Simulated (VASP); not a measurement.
Set up this calculation in VASP 6.6.1, as the native input.

```
Task                   : single point
Functional             : PBEsol
Potentials or basis    : VASP PAW PBE potentials, release 64 (K_sv, C, N, S)
Cutoff                 : 520 eV
k mesh                 : 5 × 5 × 3
Occupations            : fermi-dirac, width 0.1 eV
Spin                   : no spin polarisation
Dipole correction      : no
Further INCAR settings : ALGO = Normal; EDIFF = 1e-07; NBANDS = 28
```

The structure of KC2S2N2 lies in POSCAR:

```
KC2S2N2
1.0
    0.0000000000      4.1505900000      0.0000000000
    5.8953470000     -2.0752950000      0.0000000000
    1.7750930000      0.0000000000     -6.6071920000
K C N S
1 2 2 2
Direct
    0.0000000000      0.0000000000      0.0000000000
    0.7586100000      0.5172200000      0.7780000000
    0.2413900000      0.4827800000      0.2220000000
    0.8596300000      0.7192600000      0.8234200000
    0.1403700000      0.2807400000      0.1765800000
    0.6103000000      0.2206000000      0.7332000000
    0.3897000000      0.7794000000      0.2668000000
```

One way to write it, as run:

INCAR

```
SYSTEM = KC2S2N2
ALGO = Normal
EDIFF = 1E-7
ENCUT = 520
GGA = PS
ISIF = 2
ISMEAR = -1
LASPH = .True.
LCHARG = .True.
LELF = .True.
LREAL = .False.
LVHAR = .True.
LWAVE = .False.
NBANDS = 28
NELM = 100
PREC = Accurate
SIGMA = 0.1
```

KPOINTS

```
k-points
0
Gamma
  5 5 3
  0 0 0
```

Potentials or basis: VASP PAW PBE potentials, release 64 (K_sv, C, N, S).

Run with:

```sh
$ cat potpaw_PBE.64/K_sv/POTCAR potpaw_PBE.64/C/POTCAR potpaw_PBE.64/N/POTCAR potpaw_PBE.64/S/POTCAR > POTCAR
$ mpirun -np 1 vasp_std > vasp.out
```

It gave:

```
Pressure      : -7.5 GPa
Largest force : 10.556 eV/Å
```

Caveat: the PAW data sets were made with another functional, which shifts forces and pressure a little.

It took 120 s on 1 thread of AMD EPYC 7R13 Processor (Zen 3), with other jobs on the host, peak memory 0.3 GiB.
